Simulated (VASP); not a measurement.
Set up this calculation in VASP 6.6.1, as the native input.

| Property | Result |
| --- | --- |
| Task | single point |
| Functional | PBE |
| Potentials or basis | VASP PAW PBE potentials, release 64 (Be, Te) |
| Cutoff | 600 eV |
| k mesh | 6 × 6 × 6 |
| Occupations | gaussian, width 0.01 eV |
| Spin | no spin polarisation |
| Dipole correction | no |
| Further INCAR settings | ALGO = Normal; EDIFF = 1e-06; NBANDS = 11 |

The structure of BeTe lies in POSCAR:

```
BeTe
1.0
    0.0000000000      2.6269186450      2.6269186450
    2.6269186450      0.0000000000      2.6269186450
    2.6269186450      2.6269186450      0.0000000000
Be Te
1 1
Direct
    0.0000000000      0.0000000000      0.0000000000
    0.2500000000      0.2500000000      0.2500000000
```

One way to write it, as run:

INCAR

```
PREC = Accurate
ENCUT = 600
EDIFF = 1E-6
ISMEAR = 0
SIGMA = 0.01
LREAL = F
LASPH = T
NELM = 120
ALGO = Normal
ISIF = 2
LWAVE = F
LCHARG = T
GGA = PE
LELF = T
LVHAR = T
NBANDS = 11
GGA_COMPAT = F
```

KPOINTS

```
Automatic mesh
0
Gamma
  6 6 6
```

Potentials or basis: VASP PAW PBE potentials, release 64 (Be, Te).

The run is started by

```sh
$ cat potpaw_PBE.64/Be/POTCAR potpaw_PBE.64/Te/POTCAR > POTCAR
$ mpirun -np 1 vasp_std > vasp.out
```

Results of the run:

```
Pressure               : 20.3 GPa
Band gap on the k mesh : 1.37 eV, indirect (least direct gap 3.36 eV)
```

Caveat: spin-orbit coupling is left out, which moves the levels of the heavy elements.

It took 21 s on 1 thread of Intel Xeon 8259CL, with other jobs on the host, peak memory 0.17 GiB.
